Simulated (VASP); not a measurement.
Runs of VASP 6.6.1 on In. The structure is that of space group P6_3/mmc (No. 194), or close to it. The cells are those of the table. 

```csv
task,cell,k mesh,cutoff (eV),gap on the mesh (eV),pressure (GPa)
relaxation of cell and atoms,"relaxed from a = 2.939, b = 2.939, c = 4.564 Å, angles 90.0, 90.0, 120.0°, 2 atoms",6 × 6 × 4,600,none,-0.2
single point,"a = 3.323, b = 3.323, c = 5.384 Å, angles 90.0, 90.0, 120.0°, 2 atoms",12 × 12 × 8,520,none,(a)
single point,"a = 3.319, b = 3.319, c = 5.369 Å, angles 90.0, 90.0, 120.0°, 2 atoms",6 × 6 × 4,520,none,-0.1
single point,"a = 2.939, b = 2.939, c = 4.564 Å, angles 90.0, 90.0, 120.0°, 2 atoms",6 × 6 × 4,520,none,52.6
```

Alike in all rows: level PBEsol; potentials or basis VASP PAW PBE potentials, release 64 (In_d); no spin polarisation; smearing gaussian 0.1 eV.

Task: Estimate the missing entries.

Result: (a) 0.0.

Caveats: some runs use coarse meshes; the PAW data sets were made with another functional, which shifts forces and pressure a little; spin-orbit coupling is left out, which moves the levels of the heavy elements.

A k mesh can miss the band edges, and the runs leave out spin-orbit coupling on In.

A gap of «none» marks levels without a gap at the run's occupations.
